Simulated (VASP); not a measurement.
# Te (I4_1/amd) in VASP: notebook

Te is run at these levels: LDA; tasks: relaxation of cell and atoms.

Everything below comes from runs of VASP 6.6.1. Logs are shortened: lines on timing, memory, paths and dates and some standing lists are left out, and cuts for length are marked.

## (1) The cell of the first run

Symmetry: I4_1/amd, No. 141, tetragonal system. The conventional cell has a = 4.311 Å, b = 4.311 Å, c = 2.371 Å, α = 90.00°, β = 90.00°, γ = 90.00°. Within 3.0 Å of Te (site symmetry -4m2) lie 10 Te at 2.24 to 2.79 Å.

## (2) Relaxation of cell and atoms, LDA, target pressure 450 GPa, at which the enthalpy is minimised

Input file INCAR:

```
  PREC = Accurate
  ENCUT = 600
  EDIFF = 1E-7
  ISMEAR = -1
  SIGMA = 0.05
  LREAL = False
  LASPH = True
  NELM = 100
  ALGO = Normal
  ISIF = 3
  LWAVE = False
  LCHARG = False
  IBRION = 2
  NSW = 60
  EDIFFG = -0.005
  PSTRESS = 4500.0
```

Input file KPOINTS:

```
regular mesh
0
Gamma
  18 18 18
```

Input file POSCAR:

```
Te
1.0
   -2.1556637954      2.1556637954      1.1856150875
    2.1556637954     -2.1556637954      1.1856150875
    2.1556637954      2.1556637954     -1.1856150875
Te
2
Direct
   -0.3750000000     -0.1250000000     -0.2500000000
    0.3750000000      0.1250000000      0.2500000000
```

Potentials or basis: VASP PAW LDA potentials, release 64 (Te).

Started as:

```console
$ cat potpaw_LDA.64/Te/POTCAR > POTCAR
$ mpirun -np 1 vasp_std > vasp.out
```

OUTCAR:

```text
PREC = Accurate
   ENCUT = 600
   EDIFF = 1E-7
   ISMEAR = -1
   LREAL = False
   LASPH = True
   NELM = 100
   ISIF = 3
   IBRION = 2
   NSW = 60
   EDIFFG = -0.005
   PSTRESS = 4500.0

 ion  position               nearest neighbor table
   1  0.625  0.875  0.750-   2 2.24   2 2.24   2 2.24   2 2.24   2 2.79   2 2.79   2 2.79   2 2.79
                             2 3.67   2 3.67
   2  0.375  0.125  0.250-   1 2.24   1 2.24   1 2.24   1 2.24   1 2.79   1 2.79   1 2.79   1 2.79
                             1 3.67   1 3.67

  LATTYP: Found a body centered tetragonal cell.
 ALAT       =     4.3113275908
 C/A-ratio  =     0.5500000000

  Lattice vectors:

 A1 = (  -2.1556637954,   2.1556637954,   1.1856150875)
 A2 = (   2.1556637954,  -2.1556637954,   1.1856150875)
 A3 = (   2.1556637954,   2.1556637954,  -1.1856150875)

Analysis of symmetry for initial positions (statically):
=====================================================================
 Subroutine PRICEL returns:
 Original cell was already a primitive cell.

 Routine SETGRP: Setting up the symmetry group for a
 body centered tetragonal supercell.

 Subroutine GETGRP returns: Found 16 space group operations
 (whereof  4 operations were pure point group operations)
 out of a pool of 16 trial point group operations.

The static configuration has the point symmetry C_2h.
 The point group associated with its full space group is D_4h.

Analysis of symmetry for dynamics (positions and initial velocities):
=====================================================================
 Subroutine PRICEL returns:
 Original cell was already a primitive cell.

 Routine SETGRP: Setting up the symmetry group for a
 body centered tetragonal supercell.

 Subroutine GETGRP returns: Found 16 space group operations
 (whereof  4 operations were pure point group operations)
 out of a pool of 16 trial point group operations.

The dynamic configuration has the point symmetry C_2h.
 The point group associated with its full space group is D_4h.

 Subroutine INISYM returns: Found 16 space group operations
 (whereof  4 operations are pure point group operations),
 and found     1 'primitive' translations

----------------------------------------------------------------------------------------

                                     Primitive cell

  volume of cell :      22.0377

  direct lattice vectors                    reciprocal lattice vectors
    -2.155663795  2.155663795  1.185615087     0.000000000  0.231947116  0.421722029
     2.155663795 -2.155663795  1.185615087     0.231947116  0.000000000  0.421722029
     2.155663795  2.155663795 -1.185615087     0.231947116  0.231947116  0.000000000

  length of vectors
[... 114 lines left out ...]
 non-spin polarized calculation
  energy-cutoff  :      600.00
  volume of cell :       22.04
 maximum number of plane-waves:       753
 NGX is ok and might be reduce to    28
   NGX = 13   NGY = 13   NGZ = 13

--------------------------------------- Ionic step        1  -------------------------------------------

 number of electron      12.0000001 magnetization

 Free energy of the ion-electron system (eV)
  ---------------------------------------------------
  ext. energy  EPLUGINS =         0.00000000
  ---------------------------------------------------
  free energy    TOTEN  =        17.57395075 eV

  energy without entropy =       17.58169773  energy(sigma->0) =       17.57782424

------------------------ aborting loop because EDIFF is reached ----------------------------------------

  FORCE on cell =-STRESS in cart. coord.  units (eV):
  Direction    XX          YY          ZZ          XY          YZ          ZX
  --------------------------------------------------------------------------------------
  -------------------------------------------------------------------------------------
  Total       74.2694461     74.2694461     67.8172990      0.0000000      0.0000000     -0.0000000
  in kB     5399.5181235   5399.5181235   4930.4357922      0.0000000      0.0000000     -0.0000000
  external PRESSURE =     743.1573464 kB  Pullay stress =    4500.0000000 kB
[... 97 lines left out ...]
  energy  without entropy=       12.5553403043  energy(sigma->0) =       12.55169398

  enthalpy is  TOTEN    =        79.2715881791 eV   P V=       66.7235405205

[... ionic steps 4 to 10 ...]

--------------------------------------- Ionic step       11  -------------------------------------------

 number of electron      11.9999999 magnetization

------------------------ aborting loop because EDIFF is reached ----------------------------------------
[... 71 lines left out ...]
--------------------------------------- Ionic step       13  -------------------------------------------

 number of electron      11.9999999 magnetization

 Free energy of the ion-electron system (eV)
  ---------------------------------------------------
  ext. energy  EPLUGINS =         0.00000000
  ---------------------------------------------------
  free energy    TOTEN  =        14.31869601 eV

  energy without entropy =       14.32536526  energy(sigma->0) =       14.32203063

 E-fermi :  27.2067     XC(G=0): -14.4962

 val. band max:       27.2020694430   @ k =   0.3333   0.3333   0.1111
 cond. band min:      27.2114837037   @ k =   0.2222   0.2222   0.2222
 fundamental gap:      0.0094142607
 Fermi energy:        27.2066671264

 k-point     1 :       0.0000    0.0000    0.0000
  band No.  band energies     occupation
      1       0.8337      2.00000
      2      16.0203      2.00000
      3      16.0203      2.00000
      4      18.5796      2.00000
      5      23.7326      2.00000
      6      31.2720      0.00000
      7      31.2720      0.00000
      8      34.5076      0.00000
      9      35.3390      0.00000
     10      36.0811      0.00000
[... 287 lines left out ...]
 k-point    24 :      -0.2222    0.0556    0.0000
  band No.  band energies     occupation
      1       2.1258      2.00000
      2      14.0848      2.00000
      3      16.2188      2.00000
      4      22.1719      2.00000
      5      25.9792      2.00000
      6      27.0124      1.95974
      7      27.9927      0.00000
      8      29.4759      0.00000
      9      30.9893      0.00000
     10      32.6045      0.00000

 [... further k-points ...]

------------------------ aborting loop because EDIFF is reached ----------------------------------------

  FORCE on cell =-STRESS in cart. coord.  units (eV):
  Direction    XX          YY          ZZ          XY          YZ          ZX
  --------------------------------------------------------------------------------------
  -------------------------------------------------------------------------------------
  Total       64.8491936     64.8491936     64.8501006      0.0000000      0.0000000      0.0000000
  in kB     4499.9500495   4499.9500495   4500.0129879      0.0000000      0.0000000      0.0000000
  external PRESSURE =      -0.0289710 kB  Pullay stress =    4500.0000000 kB
[... 21 lines left out ...]
  energy  without entropy=       14.3253652571  energy(sigma->0) =       14.32203063

  enthalpy is  TOTEN    =        79.1686094185 eV   P V=       64.8499134063

 reached required accuracy - stopping structural energy minimisation
```

OSZICAR:

```text
N       E                     dE             d eps       ncg     rms          rms(c)
DAV:   1     0.824618265472E+02    0.82462E+02   -0.59310E+03  9600   0.121E+03
DAV:   2     0.193582591707E+02   -0.63104E+02   -0.61002E+02 12628   0.181E+02
DAV:   3     0.166115820535E+02   -0.27467E+01   -0.26663E+01 12552   0.397E+01
DAV:   4     0.165794928665E+02   -0.32089E-01   -0.31693E-01 12018   0.403E+00
[... 118 lines left out ...]
       N       E                     dE             d eps       ncg     rms          rms(c)
DAV:   1     0.143186921057E+02   -0.60216E-02   -0.28439E-04 11288   0.122E-01    0.213E-02
DAV:   2     0.143186946014E+02    0.24957E-05   -0.15176E-05 10502   0.338E-02    0.656E-03
DAV:   3     0.143186959565E+02    0.13551E-05   -0.22608E-06 11524   0.110E-02    0.209E-03
DAV:   4     0.143186960122E+02    0.55719E-07   -0.31872E-07  8992   0.426E-03
  13 F= 0.79168609E+02 E0= 0.79171944E+02  d E =-.189619E-05
```

It took 19 min on 1 thread of Oxide Virtual Turin-like, shared host; peak memory 0.23 GiB.

Results:

```yaml
Free_energy: 14.3187 eV
Relaxed_volume: 11.54 Å³/atom
Relaxed_cell: a = 3.342 Å, b = 3.342 Å, c = 3.342 Å, α = 97.17°, β = 97.17°, γ = 138.62°
Space_group_after_relaxing_to_0.1_Å: I4_1/amd (No. 141)
Energy_change_on_relaxing_the_run_minimises_the_enthalpy: -1627.6 meV/atom
Ionic_steps: 13
Pressure_after_relaxing: 450.0 GPa
Band_gap_on_the_k_mesh: zero (bands 6 and 7 overlap by 11.41 eV)
```

Step by step:
```tsv
step	energy change (eV)	largest force (eV/Å)	pressure (GPa)	volume (Å³)
1	0.0000	0.0000	524.32	22.04
2	-22.9649	0.0000	44.04	42.46
3	-5.0259	0.0000	409.12	23.76
4	-3.4538	0.0000	444.69	23.17
5	-3.3892	0.0000	446.16	23.15
6	-2.0125	0.0000	475.58	22.81
7	-3.2635	0.0000	449.72	23.09
8	-3.2363	0.0000	450.44	23.08
9	-3.2401	0.0000	450.34	23.08
10	-3.4007	0.0000	446.67	23.14
11	-3.2569	0.0000	449.96	23.09
12	-3.2492	0.0000	450.15	23.09
13	-3.2553	0.0000	450.00	23.09
```

Final structure:
```
CELL_PARAMETERS angstrom
-2.21086 2.21086 1.18093
2.21086 -2.21086 1.18093
2.21086 2.21086 -1.18093
ATOMIC_POSITIONS crystal
Te 0.62500 0.87500 0.75000
Te 0.37500 0.12500 0.25000
```

Caveat: the cell is relaxed towards a set pressure, so the run minimises the enthalpy, not the energy; spin-orbit coupling is left out, which moves the levels of the heavy elements.

## (3) Relaxation of cell and atoms, LDA, target pressure 450 GPa, at which the enthalpy is minimised

This run uses another cell than the first one, of 11.45 Å³/atom.

Input file INCAR:

```
SYSTEM = Te
PREC = Accurate
ENCUT = 600
EDIFF = 1E-7
ISMEAR = -1
SIGMA = 0.05
LREAL = .FALSE.
LASPH = .TRUE.
NELM = 100
ALGO = Normal
ISIF = 3
LWAVE = .FALSE.
LCHARG = .FALSE.
IBRION = 2
NSW = 32
EDIFFG = -0.005
PSTRESS = 4500.0
```

Input file KPOINTS:

```
regular mesh
0
G
  18 18 18
  0 0 0
```

Input file POSCAR:

```
Te
1.0
   -2.2052244510      2.2052244510      1.1770632503
    2.2052244510     -2.2052244510      1.1770632503
    2.2052244510      2.2052244510     -1.1770632503
Te
2
Direct
   -0.3750000000     -0.1250000000     -0.2500000000
    0.3750000000      0.1250000000      0.2500000000
```

Potentials or basis: VASP PAW LDA potentials, release 64 (Te).

Started as:

```console
$ cat potpaw_LDA.64/Te/POTCAR > POTCAR
$ mpirun -np 1 vasp_std > vasp.out
```

Run time: 12 min. Hardware: 1 thread of Oxide Virtual Turin-like, shared host; peak memory 0.22 GiB.

It converged, with:

| Quantity | Value |
| --- | --- |
| Free energy | 14.3184 eV |
| Relaxed volume | 11.54 Å³/atom |
| Relaxed cell | a = 3.342 Å, b = 3.342 Å, c = 3.342 Å, α = 97.17°, β = 97.17°, γ = 138.62° |
| Space group after relaxing (to 0.1 Å) | I4_1/amd (No. 141) |
| Energy change on relaxing (the run minimises the enthalpy) | -274.7 meV/atom |
| Ionic steps | 9 |
| Pressure after relaxing | 450.0 GPa |
| Band gap on the k mesh | zero (bands 6 and 7 overlap by 11.41 eV) |

Step by step:
```
step  energy change (eV)  largest force (eV/Å)  pressure (GPa)  volume (Å³)
   1              0.0000                0.0000          462.67        22.90
   2             -7.3109                0.0000          299.49        26.03
   3             -0.5916                0.0000          449.04        23.10
   4             -0.5508                0.0000          449.97        23.09
   5             -0.5399                0.0000          450.22        23.09
   6             -0.5342                0.0000          450.30        23.08
   7             -0.5390                0.0000          450.24        23.09
   8             -0.6470                0.0000          447.76        23.12
   9             -0.5493                0.0000          450.00        23.09
```

Final structure:
```yaml
crystal:
  lattice:
    - [-2.21086, 2.21086, 1.18093]
    - [2.21086, -2.21086, 1.18093]
    - [2.21086, 2.21086, -1.18093]
  atoms:
    - { symbol: Te, position: [0.62500, 0.87500, 0.75000] }
    - { symbol: Te, position: [0.37500, 0.12500, 0.25000] }
```

Levels at points of the mesh, in eV from the Fermi level:
```csv
k point,band 3,band 4,band 5,band 6,band 7,band 8,band 9,band 10
"(0.00, 0.00, 0.00)",-11.19,-8.63,-3.47,4.07,4.07,7.30,8.13,8.87
"(0.50, 0.00, 0.00)",-10.36,-9.12,-7.80,-4.02,-1.20,2.81,4.89,6.34
"(0.50, 0.50, 0.00)",-5.91,-5.91,-3.13,-3.13,3.97,3.97,8.70,8.70
"(0.50, 0.50, 0.50)",-16.77,-16.77,2.91,2.91,10.27,10.27,10.40,10.40
```

Caveat: the cell is relaxed towards a set pressure, so the run minimises the enthalpy, not the energy; spin-orbit coupling is left out, which moves the levels of the heavy elements.
